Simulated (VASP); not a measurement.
## Ti: single point with LDA

The system is Ti.

```
CELL_PARAMETERS angstrom
4.47414 0.00000 0.00000
-2.23707 3.87472 0.00000
0.00000 0.00000 2.76855
ATOMIC_POSITIONS crystal
Ti 0.66667 0.33333 0.50000
Ti 0.33333 0.66667 0.50000
Ti 0.00000 0.00000 0.00000
```

This cell differs from its parent crystal: volume scaled by 0.94.

```yaml
Program: VASP 6.6.1
Task: single point
Functional: LDA
Potentials_or_basis: VASP PAW LDA potentials, release 64 (Ti_sv)
Cutoff: 520 eV
k_mesh: 7 × 7 × 9
Occupations: fermi-dirac, width 0.05 eV
Spin: no spin polarisation
```

| Property | Result |
| --- | --- |
| Pressure | -1.7 GPa |
| Band gap on the k mesh | zero (band 18 reaches 9.05 eV, above the bottom of band 19 at 8.74 eV) |

Stress tensor (GPa, compression positive):
```
-2.01  0.00  0.00
 0.00 -2.01  0.00
 0.00  0.00 -1.13
```

Levels at points of the mesh, in eV from the Fermi level:
```
           k point  band 14  band 15  band 16  band 17  band 18  band 19  band 20  band 21  band 22  band 23
(0.00, 0.00, 0.00)    -2.14    -0.70    -0.70    -0.59    -0.59    -0.03     0.68     1.34     1.34     1.91
```

Run time: 4.6 min on 1 thread of Intel Xeon 6975P-C, with other jobs on the host, peak memory 0.17 GiB.
